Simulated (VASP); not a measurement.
# WS2 in VASP: further runs

Runs on WS2. Level: PBEsol. Tasks: single point.

All numbers are computed with VASP 6.6.1; they aren't measurements. Logs are shortened: lines on timing, memory, paths and dates and some standing lists are left out, and cuts for length are marked.

## 1. The cell of the first run

The cell holds a slab with vacuum, 6 atoms: a = 3.193 Å, b = 3.158 Å, c = 23.567 Å, α = 90.00°, β = 90.00°, γ = 120.37°.

## 2. Single point, PBEsol (strain +0.0150 x Voigt [1, 0, 0, 0, 0, 0])

Contents of INCAR:

```
SYSTEM = WS2
PREC = Accurate
ENCUT = 520
EDIFF = 1E-7
ISMEAR = 0
SIGMA = 0.05
LREAL = .False.
LASPH = .True.
NELM = 100
ALGO = Normal
ISIF = 2
LWAVE = .False.
LCHARG = .False.
GGA = PS
NBANDS = 35
```

Contents of KPOINTS:

```
regular mesh
0
Gamma
  12 12 2
  0 0 0
```

Contents of POSCAR:

```
WS2
1.0
    3.1930696044      0.0000000000      0.0000000000
   -1.5965348022      2.7244131955      0.0000000000
    0.0000000000      0.0000000000     23.5674572586
W S
2 4
Direct
    0.3333333333      0.6666666667      0.6345758579
    0.6666666667      0.3333333333      0.3654241421
    0.3333333333      0.6666666667      0.2989469828
    0.6666666667      0.3333333333      0.5680493466
    0.3333333333      0.6666666667      0.4319506534
    0.6666666667      0.3333333333      0.7010530172
```

Potentials or basis: VASP PAW PBE potentials, release 64 (W_sv, S).

Launch:

```console
$ cat potpaw_PBE.64/W_sv/POTCAR potpaw_PBE.64/S/POTCAR > POTCAR
$ mpirun -np 1 vasp_std > vasp.out
```

OUTCAR:

```text
SYSTEM = WS2
   PREC = Accurate
   ENCUT = 520
   EDIFF = 1E-7
   ISMEAR = 0
   LREAL = .False.
   LASPH = .True.
   NELM = 100
   ISIF = 2
   GGA = PS

 ion  position               nearest neighbor table
   1  0.333  0.667  0.635-   6 2.40   4 2.40   6 2.41   6 2.41   4 2.41   4 2.41
   2  0.667  0.333  0.365-   3 2.40   5 2.40   3 2.41   3 2.41   5 2.41   5 2.41
   3  0.333  0.667  0.299-   2 2.40   2 2.41   2 2.41
   4  0.667  0.333  0.568-   1 2.40   1 2.41   1 2.41
   5  0.333  0.667  0.432-   2 2.40   2 2.41   2 2.41
   6  0.667  0.333  0.701-   1 2.40   1 2.41   1 2.41

  Warning from LATTYP: Monoclinic adjustment (A1->A3, A2->A1, A3->A2)!
  LATTYP: Found a base centered orthorhombic cell.
 ALAT       =     3.1930696044
 B/A-ratio  =     1.7064539976
 C/A-ratio  =     7.3808153841

  Lattice vectors:

 A1 = (   1.5965348022,  -2.7244131955,   0.0000000000)
 A2 = (   1.5965348022,   2.7244131955,   0.0000000000)
 A3 = (   0.0000000000,   0.0000000000,  23.5674572586)

Analysis of symmetry for initial positions (statically):
=====================================================================
 Subroutine PRICEL returns:
 Original cell was already a primitive cell.

 Routine SETGRP: Setting up the symmetry group for a
 base centered orthorhombic supercell.

 Subroutine GETGRP returns: Found  4 space group operations
 (whereof  4 operations were pure point group operations)
 out of a pool of  8 trial point group operations.

The static configuration has the point symmetry C_2h.

Analysis of symmetry for dynamics (positions and initial velocities):
=====================================================================
 Subroutine PRICEL returns:
 Original cell was already a primitive cell.

 Routine SETGRP: Setting up the symmetry group for a
 base centered orthorhombic supercell.

 Subroutine GETGRP returns: Found  4 space group operations
 (whereof  4 operations were pure point group operations)
 out of a pool of  8 trial point group operations.

The dynamic configuration has the point symmetry C_2h.

 Subroutine INISYM returns: Found  4 space group operations
 (whereof  4 operations are pure point group operations),
 and found     1 'primitive' translations

----------------------------------------------------------------------------------------

                                     Primitive cell

  volume of cell :     205.0190

  direct lattice vectors                    reciprocal lattice vectors
     3.193069604  0.000000000  0.000000000     0.313178265  0.183525759  0.000000000
    -1.596534802  2.724413195  0.000000000     0.000000000  0.367051518  0.000000000
     0.000000000  0.000000000 23.567457259     0.000000000  0.000000000  0.042431391

  length of vectors
     3.193069604  3.157744549 23.567457259     0.362990813  0.367051518  0.042431391

  position of ions in fractional coordinates (direct lattice)
     0.333333333  0.666666667  0.634575858
     0.666666667  0.333333333  0.365424142
     0.333333333  0.666666667  0.298946983
     0.666666667  0.333333333  0.568049347
     0.333333333  0.666666667  0.431950653
     0.666666667  0.333333333  0.701053017

  ion indices of the primitive-cell ions
   primitive index   ion index
                 1           1
                 2           2
                 3           3
                 4           4
                 5           5
                 6           6

----------------------------------------------------------------------------------------

 KPOINTS: regular mesh

Automatic generation of k-mesh.
 Grid dimensions read from file:
 generate k-points for:   12   12    2

 Generating k-lattice:

  Cartesian coordinates                     Fractional coordinates (reciprocal lattice)
     0.026098189  0.015293813  0.000000000     0.083333333  0.000000000  0.000000000
     0.000000000  0.030587627  0.000000000     0.000000000  0.083333333  0.000000000
     0.000000000  0.000000000  0.021215696     0.000000000  0.000000000  0.500000000

  Length of vectors
     0.030249234  0.030587627  0.021215696

  Shift w.r.t. Gamma in fractional coordinates (k-lattice)
     0.000000000  0.000000000  0.000000000

 Subroutine IBZKPT returns following result:
 ===========================================

 Found     86 irreducible k-points:

 Following reciprocal coordinates:
            Coordinates               Weight
  0.000000  0.000000  0.000000      1.000000
  0.083333  0.000000  0.000000      4.000000
  0.166667  0.000000  0.000000      4.000000
  0.250000  0.000000  0.000000      4.000000
  0.333333  0.000000  0.000000      4.000000
  0.416667  0.000000  0.000000      4.000000
[... 16 lines left out ...]
  0.333333  0.166667  0.000000      4.000000
  0.416667  0.166667  0.000000      4.000000
 [... further k-points ...]
   k-points           NKPTS =     86   k-points in BZ     NKDIM =     86   number of bands    NBANDS=     35
   number of dos      NEDOS =    301   number of ions     NIONS =      6
   total plane-waves  NPLWV = 103680
   dimension x,y,z NGX =    24 NGY =   24 NGZ =  180
   dimension x,y,z NGXF=    48 NGYF=   48 NGZF=  360
   ions per type =               2   4
   NGX,Y,Z   is equivalent  to a cutoff of  12.50, 12.64, 12.70 a.u.
   NGXF,Y,Z  is equivalent  to a cutoff of  24.99, 25.27, 25.39 a.u.
 SYSTEM =  WS2
   PREC   = accura    normal or accurate (medium, high low for compatibility)
   ISTART =      0    job   : 0-new  1-cont  2-samecut
   ICHARG =      2    charge: 1-file 2-atom 10-const
   ISPIN  =      1    spin polarized calculation?
   LNONCOLLINEAR =      F non collinear calculations
   LSORBIT =      F    spin-orbit coupling
   LASPH  =      T    aspherical Exc in radial PAW
   ENCUT  =  520.0 eV  38.22 Ry    6.18 a.u.   5.94  5.87 43.82*2*pi/ulx,y,z
   NELM   =    100;   NELMIN=  2; NELMDL= -5     # of ELM steps
   EDIFF  = 0.1E-06   stopping-criterion for ELM
   LREAL  =      F    real-space projection
   EDIFFG = 0.1E-05   stopping-criterion for IOM
   NSW    =      0    number of steps for IOM
   IBRION =     -1    ionic relax: 0-MD 1-quasi-New 2-CG
   NFREE  =      0    steps in history (QN), initial steepest desc. (CG)
   ISIF   =      2    stress and relaxation
   ISYM   =      2    0-nonsym 1-usesym 2-fastsym
   POTIM  = 0.5000    time-step for ionic-motion
   TEBEG  =    0.0;   TEEND  =   0.0 temperature during run
   PSTRESS=    0.0 pullay stress
   NELECT =      52.0000    total number of electrons
   NUPDOWN=      -1.0000    fix difference up-down
   EMIN   =  10.00;   EMAX   =-10.00  energy-range for DOS
   EFERMI =   0.00;   METHOD = LEGACY
   ISMEAR =     0;   SIGMA  =   0.05  broadening in eV -4-tet -1-fermi 0-gaus
   EFERMI_NEDOS =   21; number of points for ismear=-14 and -15
   IALGO  =     38    algorithm
   IMIX   =      4    mixing-type and parameters
     AMIX     =   0.40;   BMIX     =  1.00
     AMIX_MAG =   1.60;   BMIX_MAG =  1.00
  volume/ion in A,a.u.               =      34.17       230.59
  Fermi-wavevector in a.u.,A,eV,Ry     =   1.036282  1.958289 14.611027  1.073880
  Thomas-Fermi vector in A             =   2.170665
   LORBIT       =      0    0 simple, 1 ext, 2 COOP (PROOUT), +10 PAW based schemes
   GGA     = PS    functional components
   LHFCALC =     F    Hartree Fock is set to
   AEXX    =    0.0000 exact exchange contribution
   IVDW    =     0    specifies the selected vdW correction
   LEPSILON=     F    determine dielectric tensor
   LRPA    =     F    only Hartree local field effects (RPA)
 non-spin polarized calculation
 Gauss-broadening in eV      SIGMA  =   0.05
  energy-cutoff  :      520.00
  volume of cell :      205.02
 maximum number of plane-waves:      5556
   NGX = 11   NGY = 11   NGZ = 87

 number of electron      51.9999992 magnetization

 Free energy of the ion-electron system (eV)
  ---------------------------------------------------
  ext. energy  EPLUGINS =         0.00000000
  ---------------------------------------------------
  free energy    TOTEN  =       -50.50502800 eV

  energy without entropy =      -50.50502800  energy(sigma->0) =      -50.50502800

 E-fermi :   1.3290     XC(G=0):  -6.2172

 val. band max:        1.0717939957   @ k =   0.0000   0.0000   0.5000
 cond. band min:       2.5749258592   @ k =   0.1667   0.1667   0.0000
 fundamental gap:      1.5031318635
 Fermi energy:         1.3289771109

 k-point     1 :       0.0000    0.0000    0.0000
  band No.  band energies     occupation
      1     -73.1975      2.00000
      2     -73.1975      2.00000
      3     -37.4534      2.00000
      4     -37.4534      2.00000
      5     -37.2961      2.00000
      6     -37.2961      2.00000
[... 27 lines left out ...]
     34       3.9436      0.00000
     35       5.8398      0.00000

 k-point     2 :       0.0833    0.0000    0.0000
  band No.  band energies     occupation
      1     -73.1964      2.00000
      2     -73.1963      2.00000
      3     -37.4491      2.00000
      4     -37.4491      2.00000
      5     -37.3166      2.00000
      6     -37.3166      2.00000
[... 27 lines left out ...]
     34       3.9352      0.00000
     35       6.1374      0.00000

 k-point     3 :       0.1667    0.0000    0.0000
  band No.  band energies     occupation
      1     -73.1932      2.00000
      2     -73.1931      2.00000
      3     -37.4375      2.00000
      4     -37.4375      2.00000
      5     -37.3788      2.00000
      6     -37.3788      2.00000
[... 27 lines left out ...]
     34       4.4357      0.00000
     35       6.5958      0.00000
[... 723 lines left out ...]
 k-point    23 :       0.3333    0.1667    0.0000
  band No.  band energies     occupation
      1     -73.1797      2.00000
      2     -73.1797      2.00000
      3     -37.5931      2.00000
      4     -37.5931      2.00000
      5     -37.4064      2.00000
      6     -37.4064      2.00000
[... 27 lines left out ...]
     34       5.8480      0.00000
     35       6.8565      0.00000

 k-point    24 :       0.4167    0.1667    0.0000
  band No.  band energies     occupation
      1     -73.1789      2.00000
      2     -73.1789      2.00000
      3     -37.6062      2.00000
      4     -37.6062      2.00000
      5     -37.4148      2.00000
      6     -37.4148      2.00000
[... 27 lines left out ...]
     34       5.7616      0.00000
     35       6.4771      0.00000

 [... further k-points ...]

------------------------ aborting loop because EDIFF is reached ----------------------------------------

  FORCE on cell =-STRESS in cart. coord.  units (eV):
  Direction    XX          YY          ZZ          XY          YZ          ZX
  --------------------------------------------------------------------------------------
  -------------------------------------------------------------------------------------
  Total       -2.7598110     -0.7575613     -0.9973617      0.0000000      0.0039612      0.0000000
  in kB      -21.5673028     -5.9201713     -7.7941576      0.0000000      0.0309556      0.0000000
  external PRESSURE =     -11.7605439 kB  Pullay stress =       0.0000000 kB

 VOLUME and BASIS-vectors are now :
 -----------------------------------------------------------------------------
  energy-cutoff  :      520.00
  volume of cell :      205.02
      direct lattice vectors                 reciprocal lattice vectors
     3.193069604  0.000000000  0.000000000     0.313178265  0.183525759  0.000000000
    -1.596534802  2.724413195  0.000000000     0.000000000  0.367051518  0.000000000
     0.000000000  0.000000000 23.567457259     0.000000000  0.000000000  0.042431391

 POSITION                                       TOTAL-FORCE (eV/Angst)
 -----------------------------------------------------------------------------------
     -0.00000      1.81628     14.95534         0.000000     -0.104169      0.001252
      1.59653      0.90814      8.61212        -0.000000      0.104169     -0.001252
     -0.00000      1.81628      7.04542         0.000000     -0.052421      0.150931
      1.59653      0.90814     13.38748         0.000000      0.052262      0.149912
     -0.00000      1.81628     10.17998         0.000000     -0.052262     -0.149912
      1.59653      0.90814     16.52204        -0.000000      0.052421     -0.150931
 -----------------------------------------------------------------------------------
    total drift:                                0.000000      0.000000      0.000000

  FREE ENERGIE OF THE ION-ELECTRON SYSTEM (eV)
  ---------------------------------------------------
  free  energy   TOTEN  =       -50.5050280033 eV

  energy  without entropy=      -50.5050280033  energy(sigma->0) =      -50.50502800
```

Run time: 22 min. Hardware: 1 thread of Intel Xeon 8259CL, shared host; peak memory 0.64 GiB.

What came out:

```
Free energy            : -50.5050 eV
Largest force          : 0.160 eV/Å
Band gap on the k mesh : 1.50 eV (least direct gap 1.82 eV)
```

Forces in eV/Å, atoms in the order of the input:
```
W    0.000 -0.104  0.001
W    0.000  0.104 -0.001
S    0.000 -0.052  0.151
S    0.000  0.052  0.150
S    0.000 -0.052 -0.150
S    0.000  0.052 -0.151
```

Caveat: the cell differs from its parent crystal (strain +0.0150 x Voigt [1, 0, 0, 0, 0, 0]); there is no dipole correction, which matters where the two faces differ; the PAW data sets were made with another functional, which shifts forces and pressure a little; spin-orbit coupling is left out, which moves the levels of the heavy elements.

## 3. Single point, PBEsol (strain +0.0450 x Voigt [1, 0, 0, 0, 0, 0])

Contents of INCAR:

```
SYSTEM = WS2
  PREC = Accurate
  ENCUT = 520
  EDIFF = 1E-7
  ISMEAR = 0
  SIGMA = 0.05
  LREAL = .False.
  LASPH = .True.
  NELM = 60
  ALGO = Normal
  ISIF = 2
  LWAVE = .False.
  LCHARG = .False.
  GGA = PS
  NBANDS = 35
```

KPOINTS is that of step 2.

POSCAR, as its differences from that of step 2:

```diff
@@ -2,4 +2,4 @@
 1.0
-    3.1930696044      0.0000000000      0.0000000000
-   -1.5965348022      2.7244131955      0.0000000000
+    3.2874460459      0.0000000000      0.0000000000
+   -1.6437230229      2.7244131955      0.0000000000
     0.0000000000      0.0000000000     23.5674572586
```

Potentials or basis: VASP PAW PBE potentials, release 64 (W_sv, S).

Launch:

```console
$ cat potpaw_PBE.64/W_sv/POTCAR potpaw_PBE.64/S/POTCAR > POTCAR
$ mpirun -np 1 vasp_std > vasp.out
```

Run time: 7.1 min. Hardware: 1 thread of Intel Xeon 6975P-C (Granite Rapids), shared host; peak memory 0.65 GiB.

It converged, with:

```
Free energy            : -50.3518 eV
Largest force          : 0.485 eV/Å
Band gap on the k mesh : 1.30 eV (least direct gap 1.66 eV)
```

Forces in eV/Å, atoms in the order of the input:
```
W    0.000 -0.277  0.001
W    0.000  0.277 -0.001
S    0.000 -0.140  0.465
S    0.000  0.139  0.461
S    0.000 -0.139 -0.461
S    0.000  0.140 -0.465
```

Levels at points of the mesh, in eV from the valence-band top:
| k point | band 22 | band 23 | band 24 | band 25 | band 26 | band 27 | band 28 | band 29 | band 30 | band 31 |
| --- | --- | --- | --- | --- | --- | --- | --- | --- | --- | --- |
| (0.00, 0.00, 0.00) | -2.06 | -1.96 | -1.84 | -0.53 | 0.00 | 2.22 | 2.22 | 2.38 | 2.45 | 2.60 |
| (0.50, 0.00, 0.00) | -2.45 | -1.60 | -1.54 | -1.38 | -1.31 | 2.19 | 2.21 | 2.80 | 2.87 | 3.42 |
| (0.00, 0.50, 0.00) | -2.33 | -2.01 | -1.94 | -1.23 | -1.16 | 2.37 | 2.38 | 2.76 | 2.88 | 3.33 |
| (0.00, 0.00, 0.50) | -2.06 | -1.96 | -1.84 | -0.53 | 0.00 | 2.22 | 2.22 | 2.38 | 2.45 | 2.60 |
| (0.50, 0.00, 0.50) | -2.45 | -1.60 | -1.54 | -1.38 | -1.31 | 2.19 | 2.21 | 2.80 | 2.87 | 3.42 |
| (0.00, 0.50, 0.50) | -2.33 | -2.01 | -1.94 | -1.23 | -1.16 | 2.37 | 2.38 | 2.76 | 2.88 | 3.33 |

Caveat: the cell differs from its parent crystal (strain +0.0450 x Voigt [1, 0, 0, 0, 0, 0]); there is no dipole correction, which matters where the two faces differ; the PAW data sets were made with another functional, which shifts forces and pressure a little; spin-orbit coupling is left out, which moves the levels of the heavy elements.
